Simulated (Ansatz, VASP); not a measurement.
## BAs2 in VASP and in Ansatz

```
CELL_PARAMETERS angstrom
-3.05411 3.05411 2.84720
3.05411 -3.05411 2.84720
3.05411 3.05411 -2.84720
ATOMIC_POSITIONS crystal
B 0.77761 0.77761 0.00000
B 0.22239 0.22239 0.00000
As 0.00000 0.74458 0.74458
As 0.00000 0.25542 0.25542
As 0.74458 0.00000 0.74458
As 0.25542 0.00000 0.25542
```

Alike in both runs: task relaxation of cell and atoms; functional PBE; k mesh 4 × 4 × 4; occupations gaussian, width 0.1 eV; no spin polarisation.

```csv
,VASP,Ansatz
version,VASP 6.6.1,Ansatz 0.2.0
potentials or method,"VASP PAW PBE potentials, release 64 (B, As_d), cutoff 600 eV","scalar-relativistic, plane waves, PAW"
valence electrons in the cell,66,66
```

Ansatz gave:

```
gap on the k mesh at the Fermi level, each at its own relaxed structure (eV) : none
relaxed volume (Å³/atom)                                                     : 19.31
relaxed cell length with the largest relative difference (Å)                 : 5.644
```

Task: Estimate VASP's values.

Result: gap on the k mesh at the Fermi level, each at its own relaxed structure (eV): none; relaxed volume (Å³/atom): 19.04; relaxed cell length with the largest relative difference (Å): 5.604.

A gap of «none» marks a metal or a gap that the smearing closes.

The k mesh is coarse, so the values compare programs but aren't converged.
